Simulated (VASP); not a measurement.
# CoO (R3m) in VASP: a series of runs, part 2 of 2

VASP 6.6.1.

### Step 5. Single point, LDA, collinear spin, ferromagnetic start

This run uses another cell than the first one, of 11.41 Å³/atom.

Contents of INCAR:

```
  ALGO = Normal
  EDIFF = 1E-6
  ENCUT = 520
  ISIF = 2
  ISMEAR = -1
  ISPIN = 2
  LASPH = True
  LCHARG = True
  LELF = True
  LMAXMIX = 4
  LORBIT = 11
  LREAL = False
  LVHAR = True
  LWAVE = False
  MAGMOM = 2 0
  NBANDS = 18
  NELM = 150
  PREC = Accurate
  SIGMA = 0.05
```

Contents of KPOINTS:

```
k-points
0
Gamma
  10 10 10
```

Contents of POSCAR:

```
CoO
1.0
    1.6022198417      0.9250420569      2.5664708903
   -1.6022198417      0.9250420569      2.5664708903
    0.0000000000     -1.8500841138      2.5664708903
Co O
1 1
Direct
    0.9989783200      0.9989783200      0.9989783200
    0.7510210300      0.7510210300      0.7510210300
```

Potentials or basis: VASP PAW LDA potentials, release 64 (Co, O).

Launch:

```console
$ cat potpaw_LDA.64/Co/POTCAR potpaw_LDA.64/O/POTCAR > POTCAR
$ mpirun -np 1 vasp_std > vasp.out
```

OUTCAR:

```text
EDIFF = 1E-6
   ENCUT = 520
   ISIF = 2
   ISMEAR = -1
   ISPIN = 2
   LASPH = True
   LORBIT = 11
   LREAL = False
   NELM = 150
   PREC = Accurate

 ion  position               nearest neighbor table
   1  0.999  0.999  0.999-   2 1.91   2 1.96   2 1.96   2 1.96
   2  0.751  0.751  0.751-   1 1.91   1 1.96   1 1.96   1 1.96

  LATTYP: Found a trigonal (rhomboedric) cell.
 ALAT       =     3.1637926700
 COS(alpha) =     0.4870699110

  Lattice vectors:

 A1 = (   1.6022198417,   0.9250420569,   2.5664708903)
 A2 = (  -1.6022198417,   0.9250420569,   2.5664708903)
 A3 = (   0.0000000000,  -1.8500841138,   2.5664708903)

Analysis of symmetry for initial positions (statically):
=====================================================================
 Subroutine PRICEL returns:
 Original cell was already a primitive cell.

 Routine SETGRP: Setting up the symmetry group for a
 trigonal (rhombohedral) supercell.
[... 700 lines left out ...]
      2       0.4139      1.00000
      3       0.4884      1.00000
      4       0.4884      1.00000
      5       5.1671      0.99984
      6       5.1671      0.99984
[... 493 lines left out ...]
     17      32.6115      0.00000
     18      34.5257      0.00000

 [... further k-points ...]

------------------------ aborting loop because EDIFF is reached ----------------------------------------

  FORCE on cell =-STRESS in cart. coord.  units (eV):
  Direction    XX          YY          ZZ          XY          YZ          ZX
  --------------------------------------------------------------------------------------
  -------------------------------------------------------------------------------------
  Total       -2.7063938     -2.7063938     -2.1068909      0.0000000      0.0000000      0.0000000
  in kB     -189.9898498   -189.9898498   -147.9045194      0.0000000      0.0000000      0.0000000
  external PRESSURE =    -175.9614063 kB  Pullay stress =       0.0000000 kB

 VOLUME and BASIS-vectors are now :
 -----------------------------------------------------------------------------
  energy-cutoff  :      520.00
  volume of cell :       22.82
      direct lattice vectors                 reciprocal lattice vectors
     1.602219842  0.925042057  2.566470890     0.312067038  0.180171988  0.129880037
    -1.602219842  0.925042057  2.566470890    -0.312067038  0.180171988  0.129880037
     0.000000000 -1.850084114  2.566470890     0.000000000 -0.360343977  0.129880037

 POSITION                                       TOTAL-FORCE (eV/Angst)
 -----------------------------------------------------------------------------------
      0.00000      0.00000      7.69155         0.000000      0.000000      0.195693
      0.00000      0.00000      5.78242         0.000000     -0.000000     -0.195693
 -----------------------------------------------------------------------------------
    total drift:                                0.000000     -0.000000     -0.000048

  FREE ENERGIE OF THE ION-ELECTRON SYSTEM (eV)
  ---------------------------------------------------
  free  energy   TOTEN  =       -14.9691364125 eV

  energy  without entropy=      -14.9435502640  energy(sigma->0) =      -14.95634334

 total charge

# of ion       s       p       d       tot
------------------------------------------
    1        0.346   0.451   7.239   8.036
    2        1.542   3.395   0.000   4.937
--------------------------------------------------
tot          1.888   3.845   7.239  12.973

 magnetization (x)

# of ion       s       p       d       tot
------------------------------------------
    1        0.014   0.045   2.031   2.089
    2        0.018   0.235   0.000   0.253
--------------------------------------------------
tot          0.031   0.280   2.031   2.342
```

Wall time 1.9 min (1 thread of Intel Xeon 8259CL, shared host); peak memory 0.19 GiB.

What came out:

```
Free energy                                           : -14.9691 eV
Pressure                                              : -17.6 GPa
Largest force                                         : 0.196 eV/Å
Net moment                                            : 2.41 μB per cell
Site moments                                          : Co +2.09; O +0.25 μB
Valence electrons inside the program's atomic spheres : Co 8.04; O 4.94
```

Forces on the atoms (eV/Å):
```
Co   0.000  0.000  0.196
O    0.000  0.000 -0.196
```

Stress tensor (GPa, compression positive):
```
-19.00   0.00   0.00
  0.00 -19.00   0.00
  0.00   0.00 -14.79
```

Caveat: the cell stands under tension; a cell with one magnetic atom can't hold antiferromagnetic order, which such compounds often take; semilocal functionals often make such compounds metallic where correlation or magnetic order opens a gap, which also shifts bond lengths. With open d or f shells a metallic result of LDA can be an artefact of self-interaction; +U or a hybrid may open a gap.

### Step 6. Single point, LDA, collinear spin, ferromagnetic start

This run uses another cell than the first one, of 11.41 Å³/atom.

Contents of INCAR:

```
PREC = Accurate
ENCUT = 520
EDIFF = 1E-6
ISMEAR = -1
SIGMA = 0.05
LREAL = F
LASPH = T
NELM = 150
ALGO = Normal
ISIF = 2
LWAVE = F
LCHARG = F
ISPIN = 2
MAGMOM = 2 0
LORBIT = 11
LMAXMIX = 4
GGA = CA
NBANDS = 18
```

Contents of KPOINTS:

```
Automatic mesh
0
Gamma
  10 10 10
```

POSCAR is that of step 5.

Potentials or basis: VASP PAW LDA potentials, release 64 (Co, O).

Launch:

```console
$ cat potpaw_LDA.64/Co/POTCAR potpaw_LDA.64/O/POTCAR > POTCAR
$ mpirun -np 1 vasp_std > vasp.out
```

Run time: 2.2 min. Hardware: 1 thread of Intel Xeon 8259CL, shared host; peak memory 0.19 GiB.

Results (log left out):

| Property | Result |
| --- | --- |
| Free energy | -14.9691 eV |
| Pressure | -17.6 GPa |
| Largest force | 0.196 eV/Å |
| Net moment | 2.41 μB per cell |
| Site moments | Co +2.09; O +0.25 μB |
| Valence electrons inside the program's atomic spheres | Co 8.04; O 4.94 |

Forces in eV/Å, atoms in the order of the input:
```
Co   0.000  0.000  0.196
O    0.000  0.000 -0.196
```

Stress tensor (GPa, compression positive):
```
-19.00   0.00   0.00
  0.00 -19.00   0.00
  0.00   0.00 -14.79
```

Levels at points of the mesh, in eV from the Fermi level:
Spin up:
```csv
k point,band 7,band 8,band 9,band 10,band 11,band 12
"(0.00, 0.00, 0.00)",0.25,0.52,0.52,0.66,13.92,13.92
"(0.50, 0.00, 0.00)",-1.97,-0.28,-0.24,5.73,6.96,13.53
"(0.50, 0.50, 0.00)",-1.49,-1.41,-1.35,5.34,9.89,11.04
"(0.50, 0.50, 0.50)",-1.98,-0.41,-0.41,5.69,7.28,13.43
```
Spin down:
| k point | band 3 | band 4 | band 5 | band 6 | band 7 | band 8 | band 9 | band 10 |
| --- | --- | --- | --- | --- | --- | --- | --- | --- |
| (0.00, 0.00, 0.00) | -5.12 | -5.12 | -0.44 | -0.44 | 0.63 | 2.24 | 2.24 | 2.34 |
| (0.50, 0.00, 0.00) | -4.91 | -4.89 | -0.26 | -0.25 | -0.11 | 1.40 | 1.44 | 6.10 |
| (0.50, 0.50, 0.00) | -4.62 | -4.58 | -1.12 | -0.05 | 0.07 | 0.51 | 0.59 | 6.11 |
| (0.50, 0.50, 0.50) | -4.83 | -4.83 | -0.25 | -0.24 | -0.24 | 1.28 | 1.28 | 6.06 |

Caveat: the cell stands under tension; a cell with one magnetic atom can't hold antiferromagnetic order, which such compounds often take; semilocal functionals often make such compounds metallic where correlation or magnetic order opens a gap, which also shifts bond lengths.

### Step 7. The runs side by side

| cell | gap on the mesh (eV) | pressure (GPa) | moment (μB) | largest force (eV/Å) |
| --- | --- | --- | --- | --- |
| a = 3.099 Å, angles 60.9°, 2 atoms | none | -15.1 | 1.72 | 0.29 |
| a = 3.121 Å, angles 60.9°, 2 atoms | none | -17.0 | 1.83 | 0.25 |
| a = 3.143 Å, angles 60.9°, 2 atoms | none | -16.9 | 2.20 | 0.22 |
| a = 3.164 Å, angles 60.9°, 2 atoms | none | -17.6 | 2.41 | 0.20 |

Alike in all rows: task single point; level LDA; potentials or basis VASP PAW LDA potentials, release 64 (Co, O); spin collinear, ferromagnetic start; k mesh 10 × 10 × 10; cutoff (eV) 520; smearing fermi-dirac 0.05 eV.

Caveats: the cell stands under tension; a cell with one magnetic atom can't hold antiferromagnetic order, which such compounds often take; semilocal functionals often make such compounds metallic where correlation or magnetic order opens a gap, which also shifts bond lengths.

Absolute energies hang on the potentials; compare differences alone.
